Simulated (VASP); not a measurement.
# CuAu3 (P4/mmm) in VASP: further runs

Runs on CuAu3. Level: LDA. Tasks: electric field gradients.

Everything below comes from runs of VASP 6.6.1. Logs are shortened: lines on timing, memory, paths and dates and some standing lists are left out, and cuts for length are marked.

## Step 1: The cell of the first run

It takes space group P4/mmm (No. 123, tetragonal). Conventional cell: a = 3.980 Å, b = 3.980 Å, c = 3.940 Å, α = 90.00°, β = 90.00°, γ = 90.00°. Cu (site symmetry 4/mmm) has 12 Au at 2.80 to 2.81 Å within 3.7 Å. Au (site symmetry mmm) has 4 Cu at 2.80 Å and 8 Au at 2.80 to 2.81 Å within 3.7 Å. Within 3.7 Å of Au (site symmetry 4/mmm) lie 8 Au at 2.80 Å and 4 Cu at 2.81 Å.

## Step 2: Electric field gradients, LDA (zz strain of -1 %)

File INCAR:

```
SYSTEM = CuAu3
ALGO = Normal
EDIFF = 1E-8
ENCUT = 520
GGA = CA
ISIF = 2
ISMEAR = -1
LASPH = .TRUE.
LCHARG = .FALSE.
LEFG = .TRUE.
LREAL = .FALSE.
LWAVE = .FALSE.
NBANDS = 30
NELM = 80
PREC = Accurate
SIGMA = 0.05
```

File KPOINTS:

```
k-points
0
G
  9 9 9
  0 0 0
```

File POSCAR:

```
CuAu3
1.0
    3.9800000000      0.0000000000      0.0000000000
    0.0000000000      3.9800000000      0.0000000000
    0.0000000000      0.0000000000      3.9402000000
Cu Au
1 3
Direct
    0.0000000000      0.0000000000      0.0000000000
    0.0000000000      0.5000000000      0.5000000000
    0.5000000000      0.0000000000      0.5000000000
    0.5000000000      0.5000000000      0.0000000000
```

Potentials or basis: VASP PAW LDA potentials, release 64 (Cu, Au).

Run with:

```sh
cat potpaw_LDA.64/Cu/POTCAR potpaw_LDA.64/Au/POTCAR > POTCAR
mpirun -np 1 vasp_std > vasp.out
```

OUTCAR:

```text
SYSTEM = CuAu3
   EDIFF = 1E-8
   ENCUT = 520
   GGA = CA
   ISIF = 2
   ISMEAR = -1
   LASPH = .TRUE.
   LREAL = .FALSE.
   NELM = 80
   PREC = Accurate

 ion  position               nearest neighbor table
   1  0.000  0.000  0.000-   2 2.80   3 2.80   2 2.80   3 2.80   2 2.80   2 2.80   3 2.80   3 2.80
                             4 2.81   4 2.81   4 2.81   4 2.81
   2  0.000  0.500  0.500-   1 2.80   4 2.80   1 2.80   4 2.80   1 2.80   1 2.80   4 2.80   4 2.80
                             3 2.81   3 2.81   3 2.81   3 2.81
   3  0.500  0.000  0.500-   1 2.80   4 2.80   1 2.80   4 2.80   4 2.80   4 2.80   1 2.80   1 2.80
                             2 2.81   2 2.81   2 2.81   2 2.81
   4  0.500  0.500  0.000-   2 2.80   3 2.80   2 2.80   3 2.80   3 2.80   3 2.80   2 2.80   2 2.80
                             1 2.81   1 2.81   1 2.81   1 2.81

  LATTYP: Found a simple tetragonal cell.
 ALAT       =     3.9800000000
 C/A-ratio  =     0.9900000000

  Lattice vectors:

 A1 = (   3.9800000000,   0.0000000000,   0.0000000000)
 A2 = (   0.0000000000,   3.9800000000,   0.0000000000)
 A3 = (   0.0000000000,   0.0000000000,   3.9402000000)

Analysis of symmetry for initial positions (statically):
=====================================================================
 Subroutine PRICEL returns:
 Original cell was already a primitive cell.

 Routine SETGRP: Setting up the symmetry group for a
 simple tetragonal supercell.

 Subroutine GETGRP returns: Found 16 space group operations
 (whereof 16 operations were pure point group operations)
 out of a pool of 16 trial point group operations.

The static configuration has the point symmetry D_4h.

Analysis of symmetry for dynamics (positions and initial velocities):
=====================================================================
 Subroutine PRICEL returns:
 Original cell was already a primitive cell.

 Routine SETGRP: Setting up the symmetry group for a
 simple tetragonal supercell.

 Subroutine GETGRP returns: Found 16 space group operations
 (whereof 16 operations were pure point group operations)
 out of a pool of 16 trial point group operations.

The dynamic configuration has the point symmetry D_4h.

 Subroutine INISYM returns: Found 16 space group operations
 (whereof 16 operations are pure point group operations),
 and found     1 'primitive' translations

----------------------------------------------------------------------------------------

                                     Primitive cell

  volume of cell :      62.4143

  direct lattice vectors                    reciprocal lattice vectors
     3.980000000  0.000000000  0.000000000     0.251256281  0.000000000  0.000000000
     0.000000000  3.980000000  0.000000000     0.000000000  0.251256281  0.000000000
     0.000000000  0.000000000  3.940200000     0.000000000  0.000000000  0.253794224

  length of vectors
     3.980000000  3.980000000  3.940200000     0.251256281  0.251256281  0.253794224

  position of ions in fractional coordinates (direct lattice)
     0.000000000  0.000000000  0.000000000
     0.000000000  0.500000000  0.500000000
     0.500000000  0.000000000  0.500000000
     0.500000000  0.500000000  0.000000000

  ion indices of the primitive-cell ions
   primitive index   ion index
                 1           1
                 2           2
                 3           3
                 4           4

----------------------------------------------------------------------------------------

 KPOINTS: k-points

Automatic generation of k-mesh.
 Grid dimensions read from file:
 generate k-points for:    9    9    9

 Generating k-lattice:

  Cartesian coordinates                     Fractional coordinates (reciprocal lattice)
[... 41 lines left out ...]
 [... further k-points ...]
   k-points           NKPTS =     75   k-points in BZ     NKDIM =     75   number of bands    NBANDS=     30
   number of dos      NEDOS =    301   number of ions     NIONS =      4
   total plane-waves  NPLWV =  27000
   dimension x,y,z NGX =    30 NGY =   30 NGZ =   30
   dimension x,y,z NGXF=    60 NGYF=   60 NGZF=   60
   ions per type =               1   3
   NGX,Y,Z   is equivalent  to a cutoff of  12.53, 12.53, 12.66 a.u.
   NGXF,Y,Z  is equivalent  to a cutoff of  25.06, 25.06, 25.32 a.u.
 SYSTEM =  CuAu3
   PREC   = accura    normal or accurate (medium, high low for compatibility)
   ISTART =      0    job   : 0-new  1-cont  2-samecut
   ICHARG =      2    charge: 1-file 2-atom 10-const
   ISPIN  =      1    spin polarized calculation?
   LNONCOLLINEAR =      F non collinear calculations
   LSORBIT =      F    spin-orbit coupling
   LASPH  =      T    aspherical Exc in radial PAW
   ENCUT  =  520.0 eV  38.22 Ry    6.18 a.u.   7.40  7.40  7.33*2*pi/ulx,y,z
   NELM   =     80;   NELMIN=  2; NELMDL= -5     # of ELM steps
   EDIFF  = 0.1E-07   stopping-criterion for ELM
   LREAL  =      F    real-space projection
   EDIFFG = 0.1E-06   stopping-criterion for IOM
   NSW    =      0    number of steps for IOM
   IBRION =     -1    ionic relax: 0-MD 1-quasi-New 2-CG
   NFREE  =      0    steps in history (QN), initial steepest desc. (CG)
   ISIF   =      2    stress and relaxation
   ISYM   =      2    0-nonsym 1-usesym 2-fastsym
   POTIM  = 0.5000    time-step for ionic-motion
   TEBEG  =    0.0;   TEEND  =   0.0 temperature during run
   PSTRESS=    0.0 pullay stress
   NELECT =      44.0000    total number of electrons
   NUPDOWN=      -1.0000    fix difference up-down
   EMIN   =  10.00;   EMAX   =-10.00  energy-range for DOS
   EFERMI =   0.00;   METHOD = LEGACY
   ISMEAR =    -1;   SIGMA  =   0.05  broadening in eV -4-tet -1-fermi 0-gaus
   EFERMI_NEDOS =   21; number of points for ismear=-14 and -15
   IALGO  =     38    algorithm
   IMIX   =      4    mixing-type and parameters
     AMIX     =   0.40;   BMIX     =  1.00
     AMIX_MAG =   1.60;   BMIX_MAG =  1.00
  volume/ion in A,a.u.               =      15.60       105.30
  Fermi-wavevector in a.u.,A,eV,Ry     =   1.457016  2.753361 28.883739  2.122895
  Thomas-Fermi vector in A             =   2.573867
   LORBIT       =      0    0 simple, 1 ext, 2 COOP (PROOUT), +10 PAW based schemes
   GGA     = CA    functional components
   LHFCALC =     F    Hartree Fock is set to
   AEXX    =    0.0000 exact exchange contribution
   IVDW    =     0    specifies the selected vdW correction
   LEPSILON=     F    determine dielectric tensor
   LRPA    =     F    only Hartree local field effects (RPA)
 non-spin polarized calculation
  energy-cutoff  :      520.00
  volume of cell :       62.41
 maximum number of plane-waves:      1727
 NGX is ok and might be reduce to    30
   NGX = 15   NGY = 15   NGZ = 15

 number of electron      44.0000039 magnetization

 Free energy of the ion-electron system (eV)
  ---------------------------------------------------
  ext. energy  EPLUGINS =         0.00000000
  ---------------------------------------------------
  free energy    TOTEN  =       -18.13081863 eV

  energy without entropy =      -18.12220476  energy(sigma->0) =      -18.12651169

 E-fermi :   9.1915     XC(G=0): -13.0458

 val. band max:        9.1828532486   @ k =   0.4444   0.0000   0.4444
 cond. band min:       9.1950828335   @ k =   0.2222   0.2222   0.0000
 fundamental gap:      0.0122295849
 Fermi energy:         9.1914973942

 k-point     1 :       0.0000    0.0000    0.0000
  band No.  band energies     occupation
      1      -0.8961      2.00000
      2       1.5622      2.00000
      3       2.3878      2.00000
      4       2.3878      2.00000
      5       2.4038      2.00000
      6       2.4991      2.00000
[... 781 lines left out ...]
     29      19.4259      0.00000
     30      20.1850      0.00000

 [... further k-points ...]
[... 5 lines left out ...]
  --------------------------------------------------------------------------------------
  -------------------------------------------------------------------------------------
  Total       -1.3934356     -1.3934356     -1.2526122      0.0000000      0.0000000     -0.0000000
  in kB      -35.7695160    -35.7695160    -32.1545769      0.0000000      0.0000000     -0.0000000
  external PRESSURE =     -34.5645363 kB  Pullay stress =       0.0000000 kB

 VOLUME and BASIS-vectors are now :
 -----------------------------------------------------------------------------
  energy-cutoff  :      520.00
  volume of cell :       62.41
      direct lattice vectors                 reciprocal lattice vectors
     3.980000000  0.000000000  0.000000000     0.251256281  0.000000000  0.000000000
     0.000000000  3.980000000  0.000000000     0.000000000  0.251256281  0.000000000
     0.000000000  0.000000000  3.940200000     0.000000000  0.000000000  0.253794224

 POSITION                                       TOTAL-FORCE (eV/Angst)
 -----------------------------------------------------------------------------------
      0.00000      0.00000      0.00000         0.000000      0.000000      0.000000
      0.00000      1.99000      1.97010         0.000000      0.000000      0.000000
      1.99000      0.00000      1.97010         0.000000      0.000000      0.000000
      1.99000      1.99000      0.00000         0.000000      0.000000      0.000000
 -----------------------------------------------------------------------------------
    total drift:                                0.000000      0.000000     -0.000000

  FREE ENERGIE OF THE ION-ELECTRON SYSTEM (eV)
  ---------------------------------------------------
  free  energy   TOTEN  =       -18.1308186256 eV

  energy  without entropy=      -18.1222047589  energy(sigma->0) =      -18.12651169

 Electric field gradients (V/A^2)
---------------------------------------------------------------------
 ion       V_xx      V_yy      V_zz      V_xy      V_xz      V_yz
---------------------------------------------------------------------
   1       0.113     0.113    -0.225     0.000     0.000     0.000
   2     -77.729    42.361    35.368     0.000     0.000     0.000
   3      42.361   -77.729    35.368     0.000    -0.000     0.000
   4      38.616    38.616   -77.233    -0.000    -0.000     0.000
---------------------------------------------------------------------

 Electric field gradients after diagonalization (V/A^2)
 (convention: |V_zz| > |V_xx| > |V_yy|)
----------------------------------------------------------------------
 ion       V_xx      V_yy      V_zz     asymmetry (V_yy - V_xx)/ V_zz
----------------------------------------------------------------------
   1       0.113     0.113    -0.225       0.000
   2      42.361    35.368   -77.729       0.090
   3      42.361    35.368   -77.729       0.090
   4      38.616    38.616   -77.233       0.000
----------------------------------------------------------------------

           NMR quadrupolar parameters

 Cq : quadrupolar parameter    Cq=e*Q*V_zz/h
 eta: asymmetry parameters     (V_yy - V_xx)/ V_zz
 Q  : nuclear electric quadrupole moment in mb (millibarn)
----------------------------------------------------------------------
 ion       Cq(MHz)       eta       Q (mb)
----------------------------------------------------------------------
   1      -0.001       0.000       1.000
   2      -0.188       0.090       1.000
   3      -0.188       0.090       1.000
   4      -0.187       0.000       1.000
----------------------------------------------------------------------
```

Wall time 74 s (1 thread of AMD EPYC 9R45 (Zen 5), shared host); peak memory 0.21 GiB.

What came out:

- Free energy: -18.1308 eV
- Pressure: -3.5 GPa
- Band gap on the k mesh: zero (band 22 reaches 10.20 eV, above the bottom of band 23 at 8.63 eV)

Electric field gradients, principal values (V/Å²):
| atom | least | middle | greatest (by size) |
| --- | --- | --- | --- |
| 1 Cu | 0.113 | 0.113 | -0.225 |
| 2 Au | 35.368 | 42.361 | -77.729 |
| 3 Au | 35.368 | 42.361 | -77.729 |
| 4 Au | 38.616 | 38.616 | -77.233 |

Caveat: the cell differs from its parent crystal (zz strain of -1 %); without QUAD_EFG the Cq values of the log hold for a quadrupole moment of 1 mb, not for the nuclei; spin-orbit coupling is left out, which moves the levels of the heavy elements.

## Step 3: Electric field gradients, LDA (zz strain of +1 %)

File INCAR:

```
SYSTEM = CuAu3
ALGO = Normal
EDIFF = 1E-8
ENCUT = 520
GGA = CA
ISIF = 2
ISMEAR = -1
LASPH = .True.
LCHARG = .False.
LEFG = .True.
LREAL = .False.
LWAVE = .False.
NBANDS = 30
NELM = 60
PREC = Accurate
SIGMA = 0.05
```

File KPOINTS:

```
k-points
0
Gamma
  9 9 9
  0 0 0
```

Changes to POSCAR since step 2:

```diff
@@ -4,3 +4,3 @@
     0.0000000000      3.9800000000      0.0000000000
-    0.0000000000      0.0000000000      3.9402000000
+    0.0000000000      0.0000000000      4.0198000000
 Cu Au
```

Potentials or basis: VASP PAW LDA potentials, release 64 (Cu, Au).

Run with:

```sh
cat potpaw_LDA.64/Cu/POTCAR potpaw_LDA.64/Au/POTCAR > POTCAR
mpirun -np 1 vasp_std > vasp.out
```

OUTCAR:

```text
SYSTEM = CuAu3
   EDIFF = 1E-8
   ENCUT = 520
   GGA = CA
   ISIF = 2
   ISMEAR = -1
   LASPH = .True.
   LREAL = .False.
   NELM = 60
   PREC = Accurate

 ion  position               nearest neighbor table
   1  0.000  0.000  0.000-   4 2.81   4 2.81   4 2.81   4 2.81   3 2.83   2 2.83   3 2.83   2 2.83
                             3 2.83   2 2.83   3 2.83   2 2.83
   2  0.000  0.500  0.500-   3 2.81   3 2.81   3 2.81   3 2.81   4 2.83   1 2.83   1 2.83   1 2.83
                             4 2.83   4 2.83   4 2.83   1 2.83
   3  0.500  0.000  0.500-   2 2.81   2 2.81   2 2.81   2 2.81   4 2.83   1 2.83   4 2.83   4 2.83
                             1 2.83   4 2.83   1 2.83   1 2.83
   4  0.500  0.500  0.000-   1 2.81   1 2.81   1 2.81   1 2.81   3 2.83   2 2.83   3 2.83   3 2.83
                             3 2.83   2 2.83   2 2.83   2 2.83

  LATTYP: Found a simple tetragonal cell.
 ALAT       =     3.9800000000
 C/A-ratio  =     1.0100000000

  Lattice vectors:

 A1 = (   3.9800000000,   0.0000000000,   0.0000000000)
 A2 = (   0.0000000000,   3.9800000000,   0.0000000000)
 A3 = (   0.0000000000,   0.0000000000,   4.0198000000)

[... 1001 lines left out ...]
      0.00000      1.99000      2.00990         0.000000      0.000000      0.000000
      1.99000      0.00000      2.00990         0.000000      0.000000      0.000000
      1.99000      1.99000      0.00000         0.000000      0.000000      0.000000
 -----------------------------------------------------------------------------------
    total drift:                                0.000000      0.000000     -0.000000

  FREE ENERGIE OF THE ION-ELECTRON SYSTEM (eV)
  ---------------------------------------------------
  free  energy   TOTEN  =       -18.0916478227 eV

  energy  without entropy=      -18.0834388677  energy(sigma->0) =      -18.08754335

 Electric field gradients (V/A^2)
---------------------------------------------------------------------
 ion       V_xx      V_yy      V_zz      V_xy      V_xz      V_yz
---------------------------------------------------------------------
   1      -0.161    -0.161     0.322    -0.000     0.000     0.000
   2     -73.810    33.201    40.610    -0.000    -0.000    -0.000
   3      33.201   -73.810    40.610     0.000     0.000     0.000
   4      36.890    36.890   -73.780    -0.000     0.000     0.000
---------------------------------------------------------------------

 Electric field gradients after diagonalization (V/A^2)
 (convention: |V_zz| > |V_xx| > |V_yy|)
----------------------------------------------------------------------
 ion       V_xx      V_yy      V_zz     asymmetry (V_yy - V_xx)/ V_zz
----------------------------------------------------------------------
   1      -0.161    -0.161     0.322       0.000
   2      40.610    33.201   -73.810       0.100
   3      40.610    33.201   -73.810       0.100
   4      36.890    36.890   -73.780       0.000
----------------------------------------------------------------------

           NMR quadrupolar parameters

 Cq : quadrupolar parameter    Cq=e*Q*V_zz/h
 eta: asymmetry parameters     (V_yy - V_xx)/ V_zz
 Q  : nuclear electric quadrupole moment in mb (millibarn)
----------------------------------------------------------------------
 ion       Cq(MHz)       eta       Q (mb)
----------------------------------------------------------------------
   1       0.001       0.000       1.000
   2      -0.178       0.100       1.000
   3      -0.178       0.100       1.000
   4      -0.178       0.000       1.000
----------------------------------------------------------------------
```

Run time: 73 s. Hardware: 1 thread of AMD EPYC 9R45 (Zen 5), shared host; peak memory 0.21 GiB.

What came out:

```
Free energy            : -18.0916 eV
Pressure               : -6.7 GPa
Band gap on the k mesh : zero (band 22 reaches 9.87 eV, above the bottom of band 23 at 8.35 eV)
```

Levels at points of the mesh, in eV from the Fermi level:
```csv
k point,band 20,band 21,band 22,band 23,band 24,band 25
"(0.00, 0.00, 0.00)",-1.51,-1.48,0.89,1.07,1.07,5.77
```

Electric field gradients, principal values (V/Å²):
```tsv
atom	least	middle	greatest (by size)
1 Cu	-0.161	-0.161	0.322
2 Au	33.201	40.610	-73.810
3 Au	33.201	40.610	-73.810
4 Au	36.890	36.890	-73.780
```

Caveat: the cell differs from its parent crystal (zz strain of +1 %); without QUAD_EFG the Cq values of the log hold for a quadrupole moment of 1 mb, not for the nuclei; spin-orbit coupling is left out, which moves the levels of the heavy elements.
